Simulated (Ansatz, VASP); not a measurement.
## Cd in VASP and in Ansatz

```
CELL_PARAMETERS angstrom
5.44804 0.00000 0.00000
0.00000 5.44804 0.00000
0.00000 0.00000 5.44804
ATOMIC_POSITIONS crystal
Cd 0.00000 0.00000 0.00000
Cd 0.50000 0.50000 0.50000
Cd 0.25000 0.00000 0.50000
Cd 0.75000 0.00000 0.50000
Cd 0.50000 0.25000 0.00000
Cd 0.50000 0.75000 0.00000
Cd 0.00000 0.50000 0.25000
Cd 0.00000 0.50000 0.75000
```

Alike in both runs: functional LDA; k mesh 5 × 5 × 5; occupations fermi-dirac, width 0.1 eV; no spin polarisation.

Ansatz relaxed the structure, and its values are those at the end. VASP's run is a single point on that final structure, the one shown.

```csv
,VASP,Ansatz
version,VASP 6.6.1,Ansatz 0.2.0
potentials or method,"VASP PAW LDA potentials, release 64 (Cd), cutoff 520 eV","plane waves (420 eV) with PAW, scalar-relativistic"
valence electrons in the cell,96,160
```

VASP gave:

- pressure (GPa): 0.6

Estimate Ansatz's values.

pressure (GPa): 0.0.

Ansatz warns that its potentials were made for another functional, while VASP's fit it. LDA's correlation is that of Perdew and Zunger in VASP and of Perdew and Wang (1992) in Ansatz. VASP's potentials hold 96 valence electrons a cell and Ansatz's 160, so a difference there can come from the potentials and not from the codes.
